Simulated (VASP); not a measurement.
Runs of VASP 6.6.1 on BeTe. The structure is that of space group F-43m (No. 216), or close to it. The cells are those of the table. 

```csv
spin,cell,k mesh,pressure (GPa),moment (μB)
"non-collinear, zero start, SOC","a = 3.917 Å, angles 60.0°, 2 atoms",6 × 6 × 6,2.6,0.00
off,"a = 3.917 Å, angles 60.0°, 2 atoms",10 × 10 × 10,2.5,-
"non-collinear, zero start, SOC","a = 3.917 Å, angles 60.0°, 2 atoms",8 × 8 × 8,2.6,0.00
"non-collinear, zero start, SOC","a = 3.982 Å, angles 60.0°, 2 atoms",6 × 6 × 6,-0.5,0.00
"non-collinear, zero start, SOC","a = 3.864 Å, angles 60.0°, 2 atoms",6 × 6 × 6,(a),0.00
```

Alike in all rows: task single point; level PBEsol; potentials or basis VASP PAW PBE potentials, release 64 (Be, Te); cutoff (eV) 520; smearing gaussian 0.05 eV.

**Question.** Fill in the values left out.

**Answer.** (a) 5.7.

Caveats: the PAW data sets were made with another functional, which shifts forces and pressure a little.
